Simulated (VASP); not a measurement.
A run of VASP 6.6.1:

The input POSCAR:

```
MnO
1.0
    0.0000000000      2.2239077028      2.2239077028
    2.2239077028      0.0000000000      2.2239077028
    2.2239077028      2.2239077028      0.0000000000
Mn O
1 1
Direct
    0.0000000000      0.0000000000      0.0000000000
    0.5000000000      0.5000000000      0.5000000000
```

Contents of INCAR.step1:

```
PREC     = Accurate       # precision mode
ENCUT    = 520            # plane-wave cutoff, eV
ISMEAR   = -1             # smearing method
SIGMA    = 0.05           # smearing width, eV
LREAL    = F              # projectors in reciprocal space
LASPH    = T              # aspherical terms in the spheres
NELM     = 150            # most SCF steps
ISPIN    = 2              # spin polarisation
MAGMOM   = 4 0            # initial moments
LMAXMIX  = 4              # l up to which the mixer works
NBANDS   = 20             # bands
GGA      = PE             # functional
ALGO     = Normal         # electronic algorithm
EDIFF    = 1E-4           # SCF threshold, eV
LWAVE    = T              # write WAVECAR
LCHARG   = F              # write CHGCAR
```

Contents of INCAR.step2:

```
PREC     = Accurate       # precision mode
ENCUT    = 520            # plane-wave cutoff, eV
EDIFF    = 1E-6           # SCF threshold, eV
ISMEAR   = -1             # smearing method
SIGMA    = 0.05           # smearing width, eV
LREAL    = F              # projectors in reciprocal space
LASPH    = T              # aspherical terms in the spheres
NELM     = 150            # most SCF steps
ALGO     = Normal         # electronic algorithm
ISIF     = 2              # what is computed and relaxed
LWAVE    = F              # write WAVECAR
LCHARG   = F              # write CHGCAR
ISPIN    = 2              # spin polarisation
MAGMOM   = 4 0            # initial moments
LORBIT   = 11             # projections on sites
LMAXMIX  = 4              # l up to which the mixer works
METAGGA  = R2SCAN         # meta-GGA
LMIXTAU  = T            
NBANDS   = 20             # bands
ISTART   = 1
```

File KPOINTS:

```
Automatic mesh
0
Gamma
  10 10 10
```

Potentials or basis: VASP PAW PBE potentials, release 64 (Mn_pv, O).

Command:

```sh
$ cat potpaw_PBE.64/Mn_pv/POTCAR potpaw_PBE.64/O/POTCAR > POTCAR
$ cp INCAR.step1 INCAR
$ mpirun -np 1 vasp_std > vasp.out
$ cp INCAR.step2 INCAR
$ mpirun -np 1 vasp_std > vasp.out
```

Hardware: 1 thread of Intel(R) Xeon(R) Platinum 8488C (Sapphire Rapids), on a shared host.

Problem. Estimate the wall time of this run.

Solution. It took 64 s on 1 thread of Intel(R) Xeon(R) Platinum 8488C (Sapphire Rapids), on a shared host, peak memory 0.17 GiB. Counts: k points 47.
